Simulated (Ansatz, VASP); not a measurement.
**Two plane-wave programs on Cd**

```
Cd
1.0
     2.97887    0.00000    0.00000
    -1.48944    2.57978    0.00000
     0.00000    0.00000    5.61765
Cd
2
Direct
  0.66667 0.33333 0.75000
  0.33333 0.66667 0.25000
```

Alike in both runs: task relaxation of cell and atoms; functional BLYP; dispersion D3(BJ); k mesh 10 × 10 × 5; occupations fermi-dirac, width 0.05 eV; no spin polarisation.

|  | VASP | Ansatz |
| --- | --- | --- |
| version | VASP 6.6.1 | Ansatz 0.2.0 |
| potentials or method | VASP PAW PBE potentials, release 64 (Cd) | SSSP efficiency PAW |
| plane-wave cutoff (eV) | 600 | 1361 |
| valence electrons in the cell | 24 | 40 |

Ansatz gave:

| Property | Result |
| --- | --- |
| gap on the k mesh at the Fermi level, each at its own relaxed structure (eV) | none |
| relaxed volume (Å³/atom) | 21.57 |
| relaxed cell length with the largest relative difference (Å) | 2.988 |

Task: Which values does VASP return?

Result: gap on the k mesh at the Fermi level, each at its own relaxed structure (eV): none; relaxed volume (Å³/atom): 21.73; relaxed cell length with the largest relative difference (Å): 2.998.

VASP's potentials were made for PBE, not for BLYP. A gap of «none» marks a metal or a gap that the smearing closes. VASP's potentials hold 24 valence electrons a cell and Ansatz's 40, so a difference there can come from the potentials and not from the codes.

Noted on Ansatz's run: the plane-wave basis is chosen anew once the cell has moved, so the energies of steps on either side of that aren't comparable.
